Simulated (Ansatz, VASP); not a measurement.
**Ir in VASP and in Ansatz**

```xyz
3
Lattice="4.4521 0.0000 0.0000 -2.2260 3.8556 0.0000 0.0000 0.0000 2.7548" Properties=species:S:1:pos:R:3 pbc="T T T"
Ir   -2.2260    3.8556    0.0000
Ir    0.0000    2.5704    1.3774
Ir    2.2260    1.2852    1.3774
```

Alike in both runs: functional BLYP; k mesh 9 × 9 × 12; occupations fermi-dirac, width 0.1 eV; no spin polarisation.

Ansatz relaxed the structure, and its values are those at the end. VASP's run is a single point on that final structure, the one shown.

```csv
,VASP,Ansatz
version,VASP 6.6.1,Ansatz 0.2.0
potentials or method,"VASP PAW PBE potentials, release 64 (Ir), cutoff 520 eV","plane waves (420 eV) with PAW, scalar-relativistic"
valence electrons in the cell,27,51
```

Ansatz gave:

```
pressure (GPa) : 0.0
```

Problem. Which values does VASP return?

Solution. Pressure (GPa): 2.1.

VASP's potentials were made for PBE, not for BLYP. VASP's potentials hold 27 valence electrons a cell and Ansatz's 51, so a difference there can come from the potentials and not from the codes.

Neither program's run includes spin-orbit coupling.
